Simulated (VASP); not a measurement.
# KTaO3 (P4/mmm) in VASP: further runs, part 3 of 3

VASP 6.6.1. Earlier steps stand in the parts before.

## (6) Single point, PBEsol (volume 11.647 Å^3 an atom, c/a of the conventional cell 1.0837)

INCAR

```
  ALGO = Normal
  EDIFF = 1E-6
  ENCUT = 520
  GGA = PS
  ISIF = 2
  ISMEAR = 0
  LASPH = True
  LCHARG = False
  LREAL = False
  LWAVE = False
  NBANDS = 27
  NELM = 100
  PREC = Accurate
  SIGMA = 0.05
```

KPOINTS

```
k-points
0
Gamma
  8 8 8
```

POSCAR

```
KTaO3
1.0
    3.7736214815      0.0000000000      0.0000000000
    0.0000000000      3.7736214815      0.0000000000
    0.0000000000      0.0000000000      4.0894735995
K Ta O
1 1 3
Direct
    0.5000000000      0.5000000000      0.5000000000
    0.0000000000      0.0000000000      0.0000000000
    0.5000000000      0.0000000000      0.0000000000
    0.0000000000      0.5000000000      0.0000000000
    0.0000000000      0.0000000000      0.5000000000
```

Potentials or basis: VASP PAW PBE potentials, release 64 (K_sv, Ta_pv, O).

Run with:

```bash
> cat potpaw_PBE.64/K_sv/POTCAR potpaw_PBE.64/Ta_pv/POTCAR potpaw_PBE.64/O/POTCAR > POTCAR
> mpirun -np 1 vasp_std > vasp.out
```

OUTCAR:

```text
EDIFF = 1E-6
   ENCUT = 520
   GGA = PS
   ISIF = 2
   ISMEAR = 0
   LASPH = True
   LREAL = False
   NELM = 100
   PREC = Accurate

 ion  position               nearest neighbor table
   1  0.500  0.500  0.500-   5 2.67   5 2.67   5 2.67   5 2.67   4 2.78   3 2.78   4 2.78   3 2.78
                             4 2.78   3 2.78   4 2.78   3 2.78   2 3.36   2 3.36   2 3.36   2 3.36
   2  0.000  0.000  0.000-   3 1.89   4 1.89   4 1.89   3 1.89   5 2.04   5 2.04   1 3.36   1 3.36
                             1 3.36   1 3.36   1 3.36   1 3.36   1 3.36   1 3.36
[... 928 lines left out ...]
  -------------------------------------------------------------------------------------
  Total       13.7211300     13.7211300     -0.5709701      0.0000000      0.0000000      0.0000000
  in kB      377.4995019    377.4995019    -15.7086866      0.0000000      0.0000000      0.0000000
  external PRESSURE =     246.4301057 kB  Pullay stress =       0.0000000 kB

 VOLUME and BASIS-vectors are now :
 -----------------------------------------------------------------------------
  energy-cutoff  :      520.00
  volume of cell :       58.24
      direct lattice vectors                 reciprocal lattice vectors
     3.773621482  0.000000000  0.000000000     0.264997431  0.000000000  0.000000000
     0.000000000  3.773621482  0.000000000     0.000000000  0.264997431  0.000000000
     0.000000000  0.000000000  4.089473599     0.000000000  0.000000000  0.244530250

 POSITION                                       TOTAL-FORCE (eV/Angst)
 -----------------------------------------------------------------------------------
      1.88681      1.88681      2.04474         0.000000      0.000000      0.000000
      0.00000      0.00000      0.00000         0.000000      0.000000      0.000000
      1.88681      0.00000      0.00000         0.000000      0.000000      0.000000
      0.00000      1.88681      0.00000         0.000000      0.000000      0.000000
      0.00000      0.00000      2.04474         0.000000      0.000000      0.000000
 -----------------------------------------------------------------------------------
    total drift:                                0.000000      0.000000     -0.000000

  FREE ENERGIE OF THE ION-ELECTRON SYSTEM (eV)
  ---------------------------------------------------
  free  energy   TOTEN  =       -42.1929393967 eV

  energy  without entropy=      -42.1929393967  energy(sigma->0) =      -42.19293940
```

OSZICAR:

```text
N       E                     dE             d eps       ncg     rms          rms(c)
DAV:   1     0.322591594803E+03    0.32259E+03   -0.20957E+04  4050   0.143E+03
DAV:   2    -0.310239678431E+02   -0.35362E+03   -0.34325E+03  4754   0.412E+02
DAV:   3    -0.491384326190E+02   -0.18114E+02   -0.18027E+02  5579   0.905E+01
DAV:   4    -0.498134087408E+02   -0.67498E+00   -0.67375E+00  6798   0.109E+01
DAV:   5    -0.498166137866E+02   -0.32050E-02   -0.32047E-02  5266   0.800E-01    0.414E+01
DAV:   6    -0.423994813326E+02    0.74171E+01   -0.29969E+01  4854   0.391E+01    0.167E+01
DAV:   7    -0.422642024860E+02    0.13528E+00   -0.14758E+00  5215   0.791E+00    0.109E+01
DAV:   8    -0.422019340355E+02    0.62268E-01   -0.25230E-01  4686   0.410E+00    0.215E+00
DAV:   9    -0.421934096778E+02    0.85244E-02   -0.24266E-02  5287   0.111E+00    0.284E-01
DAV:  10    -0.421929227795E+02    0.48690E-03   -0.66017E-03  5326   0.547E-01    0.200E-01
DAV:  11    -0.421929265721E+02   -0.37926E-05   -0.51077E-04  5530   0.152E-01    0.343E-02
DAV:  12    -0.421929389998E+02   -0.12428E-04   -0.28111E-05  5611   0.404E-02    0.188E-02
DAV:  13    -0.421929393967E+02   -0.39689E-06   -0.23823E-06  4653   0.108E-02
   1 F= -.42192939E+02 E0= -.42192939E+02  d E =-.224340E-14
```

Run time: 84 s. Hardware: 1 thread of Intel Xeon Platinum 8375C at 2.90GHz (Ice Lake), shared host; peak memory 0.24 GiB.

Results:

```
Free energy            : -42.1929 eV
Pressure               : 24.6 GPa
Band gap on the k mesh : 2.15 eV, indirect (least direct gap 2.62 eV)
```

Levels at points of the mesh, in eV from the valence-band top:
| k point | band 15 | band 16 | band 17 | band 18 | band 19 | band 20 | band 21 | band 22 | band 23 | band 24 |
| --- | --- | --- | --- | --- | --- | --- | --- | --- | --- | --- |
| (0.00, 0.00, 0.00) | -1.10 | -1.10 | -0.68 | -0.47 | -0.47 | 2.15 | 2.15 | 2.27 | 6.22 | 7.61 |
| (0.50, 0.00, 0.00) | -2.48 | -2.01 | -1.64 | -0.91 | -0.72 | 2.40 | 5.91 | 5.91 | 6.88 | 9.41 |
| (0.50, 0.50, 0.00) | -3.77 | -1.54 | -1.05 | -1.05 | -0.14 | 5.96 | 5.96 | 7.32 | 7.58 | 10.75 |
| (0.00, 0.00, 0.50) | -2.03 | -2.03 | -1.97 | -0.88 | -0.88 | 2.40 | 4.78 | 4.78 | 8.56 | 9.01 |
| (0.50, 0.00, 0.50) | -2.50 | -1.94 | -1.89 | -1.41 | -0.14 | 4.86 | 5.93 | 6.83 | 9.40 | 10.04 |
| (0.50, 0.50, 0.50) | -4.09 | -4.09 | -0.12 | 0.00 | 0.00 | 7.05 | 7.05 | 7.76 | 8.72 | 8.72 |

Caveat: the PAW data sets were made with another functional, which shifts forces and pressure a little; spin-orbit coupling is left out, which moves the levels of the heavy elements.

## (7) Summary

```csv
cell,gap on the mesh (eV),pressure (GPa)
"a = 3.914, b = 3.914, c = 4.242 Å, 5 atoms",1.93,-2.1
"a = 4.035, b = 4.035, c = 3.577 Å, 5 atoms",2.01,28.9
"a = 3.723, b = 3.723, c = 4.201 Å, 5 atoms",2.07,28.4
"a = 3.981, b = 3.981, c = 3.674 Å, 5 atoms",2.10,24.8
"a = 3.774, b = 3.774, c = 4.089 Å, 5 atoms",2.15,24.6
```

Alike in all rows: task single point; level PBEsol; potentials or basis VASP PAW PBE potentials, release 64 (K_sv, Ta_pv, O); no spin polarisation; k mesh 8 × 8 × 8; cutoff (eV) 520; smearing gaussian 0.05 eV.

Caveats: the PAW data sets were made with another functional, which shifts forces and pressure a little; spin-orbit coupling is left out, which moves the levels of the heavy elements.

Absolute energies hang on the potentials; compare differences alone.
